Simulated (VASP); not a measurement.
# KTaO3 (Pm-3m) in VASP: settings compared, part 2 of 2

VASP 6.6.1.

### 3 Single point, PBEsol

File INCAR:

```
  ALGO = Normal
  EDIFF = 1E-6
  ENCUT = 520
  GGA = PS
  ISIF = 2
  ISMEAR = -1
  LASPH = T
  LCHARG = F
  LREAL = F
  LWAVE = F
  NBANDS = 27
  NELM = 80
  PREC = Accurate
  SIGMA = 0.05
```

File KPOINTS:

```
k-points
0
Gamma
  7 7 7
```

File POSCAR:

```
KTaO3
1.0
    3.9883000000      0.0000000000      0.0000000000
    0.0000000000      3.9883000000      0.0000000000
    0.0000000000      0.0000000000      3.9883000000
Ta K O
1 1 3
Direct
    0.0000000000      0.0000000000      0.0000000000
    0.5000000000      0.5000000000      0.5000000000
    0.0000000000      0.0000000000      0.5000000000
    0.0000000000      0.5000000000      0.0000000000
    0.5000000000      0.0000000000      0.0000000000
```

Potentials or basis: VASP PAW PBE potentials, release 64 (Ta_pv, K_sv, O).

Command:

```bash
cat potpaw_PBE.64/Ta_pv/POTCAR potpaw_PBE.64/K_sv/POTCAR potpaw_PBE.64/O/POTCAR > POTCAR
mpirun -np 1 vasp_std > vasp.out
```

OUTCAR:

```text
EDIFF = 1E-6
   ENCUT = 520
   GGA = PS
   ISIF = 2
   ISMEAR = -1
   LASPH = T
   LREAL = F
   NELM = 80
   PREC = Accurate

 ion  position               nearest neighbor table
   1  0.000  0.000  0.000-   3 1.99   4 1.99   5 1.99   3 1.99   4 1.99   5 1.99   2 3.45   2 3.45
                             2 3.45   2 3.45   2 3.45   2 3.45   2 3.45   2 3.45
   2  0.500  0.500  0.500-   3 2.82   4 2.82   5 2.82   4 2.82   5 2.82   3 2.82   5 2.82   5 2.82
                             3 2.82   4 2.82   4 2.82   3 2.82   1 3.45   1 3.45   1 3.45   1 3.45
   3  0.000  0.000  0.500-   1 1.99   1 1.99   2 2.82   2 2.82   2 2.82   2 2.82
   4  0.000  0.500  0.000-   1 1.99   1 1.99   2 2.82   2 2.82   2 2.82   2 2.82
   5  0.500  0.000  0.000-   1 1.99   1 1.99   2 2.82   2 2.82   2 2.82   2 2.82

  LATTYP: Found a simple cubic cell.
 ALAT       =     3.9883000000

  Lattice vectors:

 A1 = (   3.9883000000,   0.0000000000,   0.0000000000)
 A2 = (   0.0000000000,   3.9883000000,   0.0000000000)
 A3 = (   0.0000000000,   0.0000000000,   3.9883000000)

Analysis of symmetry for initial positions (statically):
=====================================================================
 Subroutine PRICEL returns:
 Original cell was already a primitive cell.

 Routine SETGRP: Setting up the symmetry group for a
 simple cubic supercell.

 Subroutine GETGRP returns: Found 48 space group operations
 (whereof 48 operations were pure point group operations)
 out of a pool of 48 trial point group operations.

The static configuration has the point symmetry O_h .

Analysis of symmetry for dynamics (positions and initial velocities):
=====================================================================
 Subroutine PRICEL returns:
 Original cell was already a primitive cell.

 Routine SETGRP: Setting up the symmetry group for a
 simple cubic supercell.

 Subroutine GETGRP returns: Found 48 space group operations
 (whereof 48 operations were pure point group operations)
 out of a pool of 48 trial point group operations.

[... 121 lines left out ...]
     AMIX_MAG =   1.60;   BMIX_MAG =  1.00
  volume/ion in A,a.u.               =      12.69        85.62
  Fermi-wavevector in a.u.,A,eV,Ry     =   1.380008  2.607837 25.911228  1.904422
  Thomas-Fermi vector in A             =   2.504925
   LORBIT       =      0    0 simple, 1 ext, 2 COOP (PROOUT), +10 PAW based schemes
   GGA     = PS    functional components
   LHFCALC =     F    Hartree Fock is set to
   AEXX    =    0.0000 exact exchange contribution
   IVDW    =     0    specifies the selected vdW correction
   LEPSILON=     F    determine dielectric tensor
   LRPA    =     F    only Hartree local field effects (RPA)
 non-spin polarized calculation
  energy-cutoff  :      520.00
  volume of cell :       63.44
 maximum number of plane-waves:      1743
 NGX is ok and might be reduce to    30
   NGX = 15   NGY = 15   NGZ = 15

 number of electron      37.9999976 magnetization

 Free energy of the ion-electron system (eV)
  ---------------------------------------------------
  ext. energy  EPLUGINS =         0.00000000
  ---------------------------------------------------
  free energy    TOTEN  =       -42.92098924 eV

  energy without entropy =      -42.92098924  energy(sigma->0) =      -42.92098924

 E-fermi :   2.7425     XC(G=0): -11.1394

 val. band max:        1.6036593780   @ k =   0.4286   0.4286   0.4286
 cond. band min:       3.7476253929   @ k =   0.0000   0.0000   0.0000
 fundamental gap:      2.1439660149
 Fermi energy:         2.7424632488

 k-point     1 :       0.0000    0.0000    0.0000
  band No.  band energies     occupation
      1     -32.4012      2.00000
      2     -32.4012      2.00000
      3     -32.4012      2.00000
      4     -25.4554      2.00000
      5     -15.8221      2.00000
      6     -15.0950      2.00000
[... 589 lines left out ...]
     26      12.5398      0.00000
     27      13.6234      0.00000

------------------------ aborting loop because EDIFF is reached ----------------------------------------

  FORCE on cell =-STRESS in cart. coord.  units (eV):
  Direction    XX          YY          ZZ          XY          YZ          ZX
  --------------------------------------------------------------------------------------
  -------------------------------------------------------------------------------------
  Total        0.1100492      0.1100492      0.1100492      0.0000000      0.0000000     -0.0000000
  in kB        2.7792910      2.7792910      2.7792910      0.0000000      0.0000000     -0.0000000
  external PRESSURE =       2.7792910 kB  Pullay stress =       0.0000000 kB

 VOLUME and BASIS-vectors are now :
 -----------------------------------------------------------------------------
  energy-cutoff  :      520.00
  volume of cell :       63.44
      direct lattice vectors                 reciprocal lattice vectors
     3.988300000  0.000000000  0.000000000     0.250733395  0.000000000  0.000000000
     0.000000000  3.988300000  0.000000000     0.000000000  0.250733395  0.000000000
     0.000000000  0.000000000  3.988300000     0.000000000  0.000000000  0.250733395

 POSITION                                       TOTAL-FORCE (eV/Angst)
 -----------------------------------------------------------------------------------
      0.00000      0.00000      0.00000         0.000000      0.000000      0.000000
      1.99415      1.99415      1.99415         0.000000      0.000000      0.000000
      0.00000      0.00000      1.99415         0.000000      0.000000      0.000000
      0.00000      1.99415      0.00000         0.000000      0.000000      0.000000
      1.99415      0.00000      0.00000         0.000000      0.000000      0.000000
 -----------------------------------------------------------------------------------
    total drift:                                0.000000     -0.000000      0.000000

  FREE ENERGIE OF THE ION-ELECTRON SYSTEM (eV)
  ---------------------------------------------------
  free  energy   TOTEN  =       -42.9209892415 eV

  energy  without entropy=      -42.9209892414  energy(sigma->0) =      -42.92098924
```

OSZICAR:

```text
N       E                     dE             d eps       ncg     rms          rms(c)
DAV:   1     0.312707622449E+03    0.31271E+03   -0.20703E+04  1080   0.140E+03
DAV:   2    -0.316329406276E+02   -0.34434E+03   -0.33461E+03  1269   0.404E+02
DAV:   3    -0.501644689713E+02   -0.18532E+02   -0.18442E+02  1495   0.899E+01
DAV:   4    -0.507280584905E+02   -0.56359E+00   -0.56255E+00  1757   0.103E+01
DAV:   5    -0.507334842443E+02   -0.54258E-02   -0.54248E-02  1418   0.807E-01    0.339E+01
DAV:   6    -0.432150920559E+02    0.75184E+01   -0.31182E+01  1245   0.377E+01    0.134E+01
DAV:   7    -0.430057328828E+02    0.20936E+00   -0.16716E+00  1411   0.825E+00    0.928E+00
DAV:   8    -0.429389690461E+02    0.66764E-01   -0.37819E-01  1280   0.503E+00    0.261E+00
DAV:   9    -0.429227902383E+02    0.16179E-01   -0.30078E-02  1278   0.136E+00    0.404E-01
DAV:  10    -0.429210516403E+02    0.17386E-02   -0.14291E-02  1455   0.767E-01    0.882E-02
DAV:  11    -0.429209693274E+02    0.82313E-04   -0.11469E-03  1422   0.208E-01    0.300E-02
DAV:  12    -0.429209858588E+02   -0.16531E-04   -0.37737E-05  1438   0.519E-02    0.942E-03
DAV:  13    -0.429209893087E+02   -0.34499E-05   -0.60221E-06  1374   0.186E-02    0.536E-03
DAV:  14    -0.429209892415E+02    0.67230E-07   -0.90078E-07  1003   0.602E-03
   1 F= -.42920989E+02 E0= -.42920989E+02  d E =-.123860E-09
```

stdout:

```text
POSCAR found type information on POSCAR TaK O
 POSCAR found :  3 types and       5 ions
 scaLAPACK will be used
 -----------------------------------------------------------------------------
|                                                                             |
|                                                                             |
|     You enforced a specific xc type in the INCAR file but a different       |
|     I HOPE YOU KNOW WHAT YOU ARE DOING!                                     |
|                                                                             |
 -----------------------------------------------------------------------------

 LDA part: xc-table for (Slater+PW92), standard interpolation
 POSCAR, INCAR and KPOINTS ok, starting setup
 FFT: planning ... GRIDC
 FFT: planning ... GRID_SOFT
 FFT: planning ... GRID
 WAVECAR not read
 entering main loop
```

Run time: 15 s. Hardware: 1 thread of AMD EPYC 9R45 (Zen 5), shared host; peak memory 0.15 GiB.

Results:

- Free energy: -42.9210 eV
- Pressure: 0.3 GPa
- Band gap on the k mesh: 2.14 eV, indirect (least direct gap 2.71 eV)

Caveat: the PAW data sets were made with another functional, which shifts forces and pressure a little; spin-orbit coupling is left out, which moves the levels of the heavy elements. Expect the measured gap to be larger: semilocal functionals such as PBEsol lack the derivative discontinuity.

### 4 Single point, LDA

File INCAR:

```
SYSTEM = KTaO3
PREC = Accurate ; ENCUT = 520
EDIFF = 1E-7 ; ISMEAR = -1
SIGMA = 0.05 ; LREAL = .False.
LASPH = .True. ; NELM = 60
ALGO = Normal ; ISIF = 2
LWAVE = .False. ; LCHARG = .True.
GGA = CA ; LELF = .True.
LVHAR = .True. ; NBANDS = 27
```

File KPOINTS:

```
Automatic mesh
0
Gamma
  7 7 7
  0 0 0
```

POSCAR is that of step 3.

Potentials or basis: VASP PAW LDA potentials, release 64 (Ta_pv, K_sv, O).

Command:

```bash
cat potpaw_LDA.64/Ta_pv/POTCAR potpaw_LDA.64/K_sv/POTCAR potpaw_LDA.64/O/POTCAR > POTCAR
mpirun -np 1 vasp_std > vasp.out
```

It took 15 s on 1 thread of AMD EPYC 9R45 (Zen 5), shared host; peak memory 0.14 GiB.

The run converged. Its results:

```
Free energy            : -45.0415 eV
Pressure               : -4.4 GPa
Band gap on the k mesh : 2.08 eV, indirect (least direct gap 2.65 eV)
```

Levels at points of the mesh, in eV from the valence-band top:
```csv
k point,band 16,band 17,band 18,band 19,band 20,band 21,band 22,band 23
"(0.00, 0.00, 0.00)",-1.02,-0.57,-0.57,-0.57,2.08,2.08,2.08,6.44
```

Caveat: spin-orbit coupling is left out, which moves the levels of the heavy elements. A k mesh can miss the band edges.

### 5 Single point, PBE

File INCAR:

```
PREC = Accurate
ENCUT = 520
EDIFF = 1E-7
ISMEAR = 0
SIGMA = 0.013000000000000001
LREAL = False
LASPH = True
NELM = 80
ALGO = Normal
ISIF = 2
LWAVE = False
LCHARG = False
GGA = PE
NBANDS = 27
```

File KPOINTS:

```
Automatic mesh
0
Gamma
  7 7 7
```

POSCAR is that of step 4.

Potentials or basis: VASP PAW PBE potentials, release 64 (Ta_pv, K_sv, O).

Command:

```bash
cat potpaw_PBE.64/Ta_pv/POTCAR potpaw_PBE.64/K_sv/POTCAR potpaw_PBE.64/O/POTCAR > POTCAR
mpirun -np 1 vasp_std > vasp.out
```

Wall time 28 s (1 thread of Intel Xeon Platinum 8488C (Sapphire Rapids), shared host); peak memory 0.18 GiB.

Results (log left out):

```
Free energy            : -41.0298 eV
Pressure               : 6.1 GPa
Band gap on the k mesh : 2.23 eV, indirect (least direct gap 2.80 eV)
```

Levels at points of the mesh, in eV from the valence-band top:
```
           k point  band 17  band 18  band 19  band 20  band 21  band 22
(0.00, 0.00, 0.00)    -0.56    -0.56    -0.56     2.23     2.23     2.23
```

Caveat: spin-orbit coupling is left out, which moves the levels of the heavy elements.

### 6 Overview

```csv
level,potentials or basis,smearing,gap on the mesh (eV),pressure (GPa)
PBE,"VASP PAW PBE potentials, release 64 (Ta_pv, K_sv, O)",fermi-dirac 0.05 eV,2.23,6.1
PBEsol,"VASP PAW PBE potentials, release 64 (Ta_pv, K_sv, O)",fermi-dirac 0.05 eV,2.14,0.3
LDA,"VASP PAW LDA potentials, release 64 (Ta_pv, K_sv, O)",fermi-dirac 0.05 eV,2.08,-4.4
PBE,"VASP PAW PBE potentials, release 64 (Ta_pv, K_sv, O)",gaussian 0.013 eV,2.23,6.1
```

Alike in all rows: task single point; no spin polarisation; cell as given; k mesh 7 × 7 × 7; cutoff (eV) 520.

Caveats: spin-orbit coupling is left out, which moves the levels of the heavy elements; the PAW data sets were made with another functional, which shifts forces and pressure a little (some runs).

Absolute energies hang on the potentials; compare differences alone.
